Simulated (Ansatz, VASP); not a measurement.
## BaH: VASP beside Ansatz

INCAR

```
SYSTEM = BaH
PREC = Accurate
ENCUT = 910
EDIFF = 1E-7
ISMEAR = 0
SIGMA = 0.1
LREAL = .False.
LASPH = .True.
NELM = 120
ALGO = Normal
ISIF = 3
LWAVE = .False.
LCHARG = .False.
GGA = PE
IBRION = 2
NSW = 100
EDIFFG = -0.01
GGA_COMPAT = .False.
NELMIN = 4
```

The input KPOINTS:

```
regular mesh
0
Gamma
  18 18 18
  0 0 0
```

The input POSCAR:

```
BaH
1.0
   -2.1707922345      2.1707922345      3.0693842092
    2.1707922345     -2.1707922345      3.0693842092
    2.1707922345      2.1707922345     -3.0693842092
Ba H
1 1
Direct
    0.0000000000      0.0000000000      0.0000000000
    0.2500000000      0.7500000000      0.5000000000
```

Input for Ansatz:

```yaml
crystal:
  lattice:
    - [-2.1707922345, 2.1707922345, 3.0693842092]
    - [2.1707922345, -2.1707922345, 3.0693842092]
    - [2.1707922345, 2.1707922345, -3.0693842092]
  atoms:
    - { symbol: Ba, position: [0.0, 0.0, 0.0] }
    - { symbol: H, position: [0.25, 0.75, 0.5] }
basis:
  ecutwfc: 420
kpoints:
  mp_grid: { grid: [18, 18, 18] }
hamiltonian:
  xc: pbe
scf:
  occupations: { method: gaussian, width: 0.1 }
output:
  forces: true
  stress: true
  eigenvalues: true
relax:
  adjacent_minimum: "off"
  f_tol: 0.01
  max_steps: 80
  cell: { stress_tol: 0.05 }
```

Change from the starting cell: species swapped into the AgI type (I-4m2, No. 119).

Alike in both runs: task relaxation of cell and atoms; functional PBE; k mesh 18 × 18 × 18; occupations gaussian, width 0.1 eV; no spin polarisation.

|  | VASP | Ansatz |
| --- | --- | --- |
| version | VASP 6.6.1 | Ansatz 0.2.0 |
| potentials or method | VASP PAW PBE potentials, release 64 (Ba_sv, H_h), cutoff 910 eV | scalar-relativistic, plane waves, PAW |
| valence electrons in the cell | 11 | 11 |

|  | VASP | Ansatz | Ansatz less VASP |
| --- | --- | --- | --- |
| gap on the k mesh at the Fermi level, each at its own relaxed structure (eV) | none | none | - |
| relaxed volume (Å³/atom) | 29.43 | 28.93 | -0.497 |
| relaxed length of the cell vector where the two differ most in proportion (Å) | 4.366 | 4.341 | -0.0247 |

A gap of «none» marks a metal or a gap that the smearing closes.

Spin-orbit coupling is off throughout.
